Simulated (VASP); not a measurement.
Wanted: the native input for a VASP 6.6.1 run.

```
Task                   : single point
Functional             : PBE
Potentials or basis    : VASP PAW PBE potentials, release 64 (Ba_sv, Te)
Cutoff                 : 520 eV
k mesh                 : 6 × 6 × 4
Occupations            : gaussian, width 0.02 eV
Spin                   : no spin polarisation
Dipole correction      : no
Further INCAR settings : ALGO = Normal; EDIFF = 1e-06; NBANDS = 24
```

The structure of BaTe lies in POSCAR:

```
BaTe
1.0
    4.6677784784      0.0000000000      0.0000000000
   -2.3338892392      4.0424147415      0.0000000000
    0.0000000000      0.0000000000      8.3226575046
Ba Te
2 2
Direct
    0.0000000000      0.0000000000      0.0000000000
    0.0000000000      0.0000000000      0.5000000000
    0.3333333333      0.6666666667      0.7500000000
    0.6666666667      0.3333333333      0.2500000000
```

The input as run:

INCAR

```
ALGO = Normal ; EDIFF = 1E-6
ENCUT = 520 ; GGA = PE
ISIF = 2 ; ISMEAR = 0
LASPH = T ; LCHARG = F
LREAL = F ; LWAVE = F
NBANDS = 24 ; NELM = 80
PREC = Accurate ; SIGMA = 0.02
```

KPOINTS

```
k-points
0
Gamma
  6 6 4
```

Potentials or basis: VASP PAW PBE potentials, release 64 (Ba_sv, Te).

Launch:

```sh
$ cat potpaw_PBE.64/Ba_sv/POTCAR potpaw_PBE.64/Te/POTCAR > POTCAR
$ mpirun -np 1 vasp_std > vasp.out
```

It gave:

```yaml
Pressure: 5.2 GPa
Band_gap_on_the_k_mesh: 1.41 eV (least direct gap 1.44 eV)
```

Caveat: the cell stands under pressure; spin-orbit coupling is left out, which moves the levels of the heavy elements.

Wall time 2.8 min on 1 thread of Intel Xeon 8259CL, on a shared host, peak memory 0.31 GiB.
